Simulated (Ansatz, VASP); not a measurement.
**WSe in VASP and in Ansatz**

```xyz
2
Lattice="0.0000 2.6671 2.6671 2.6671 0.0000 2.6671 2.6671 2.6671 0.0000" Properties=species:S:1:pos:R:3 pbc="T T T"
W     0.0000    0.0000    0.0000
Se    2.6671    2.6671    2.6671
```

Alike in both runs: functional r2SCAN; k mesh 12 × 12 × 12; occupations gaussian, width 0.1 eV; no spin polarisation; Hubbard terms W d U = 6.2 eV.

Ansatz relaxed the structure, and its values are those at the end. VASP's run is a single point on that final structure, the one shown.

```csv
,VASP,Ansatz
version,VASP 6.6.1,Ansatz 0.2.0
potentials or method,"VASP PAW PBE potentials, release 64 (W_sv, Se), cutoff 520 eV","scalar-relativistic, plane waves, PAW"
valence electrons in the cell,20,30
```

```tsv
	VASP	Ansatz	Ansatz less VASP
gap on the k mesh at the Fermi level (eV)	none	none	-
pressure (GPa)	1.0	0.0	-1.02
```

VASP's potentials were made for PBE, not for r2SCAN. The programs project onto different local orbitals, so the same U acts differently, and such runs can settle in different states. A gap of «none» marks a metal or a gap that the smearing closes. VASP's potentials hold 20 valence electrons a cell and Ansatz's 30, so a difference there can come from the potentials and not from the codes. Ansatz's warnings: filled band counts differ across k points.

Spin-orbit coupling is off throughout.
